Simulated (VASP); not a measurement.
SbW: single point with PBEsol

The system is SbW.

```
W Sb
1.0
     4.41634    0.00000    0.00000
    -2.20817    3.82466    0.00000
     0.00000    0.00000    5.19641
W Sb
2 2
Direct
  0.00000 0.00000 0.00000
  0.00000 0.00000 0.50000
  0.33333 0.66667 0.25000
  0.66667 0.33333 0.75000
```

| Item | Value |
| --- | --- |
| Program | VASP 6.6.1 |
| Task | single point |
| Functional | PBEsol |
| Potentials or basis | VASP PAW PBE potentials, release 64 (W_sv, Sb) |
| Cutoff | 520 eV |
| k mesh | 10 × 10 × 6 |
| Occupations | gaussian, width 0.05 eV |
| Spin | no spin polarisation |
| Dipole correction | no |
| Further INCAR settings | ALGO = Normal; EDIFF = 1e-06; NBANDS = 27 |

```yaml
Pressure: -5.2 GPa
Band_gap_on_the_k_mesh: zero (bands 19 and 20 overlap by 1.41 eV)
```

Stress tensor (GPa, compression positive):
```
-5.28  0.00  0.00
 0.00 -5.28  0.00
 0.00  0.00 -5.05
```

Levels at points of the mesh, in eV from the Fermi level:
| k point | band 16 | band 17 | band 18 | band 19 | band 20 | band 21 | band 22 | band 23 |
| --- | --- | --- | --- | --- | --- | --- | --- | --- |
| (0.00, 0.00, 0.00) | -2.22 | -0.13 | -0.13 | 0.21 | 0.21 | 2.46 | 2.60 | 3.22 |
| (0.50, 0.00, 0.00) | -2.18 | -1.78 | -1.40 | -0.71 | 0.58 | 0.74 | 2.06 | 2.96 |
| (0.00, 0.00, 0.50) | -1.82 | -0.69 | -0.69 | -0.69 | -0.69 | 0.14 | 0.14 | 4.59 |
| (0.50, 0.00, 0.50) | -1.97 | -0.12 | -0.12 | 0.03 | 0.03 | 0.08 | 0.08 | 2.53 |

It took 72 s on 1 thread of Intel(R) Xeon(R) Platinum 8559C (Emerald Rapids) (shared host), peak memory 0.28 GiB.

Caveat: the cell stands under tension; the PAW data sets were made with another functional, which shifts forces and pressure a little; spin-orbit coupling is left out, which moves the levels of the heavy elements.
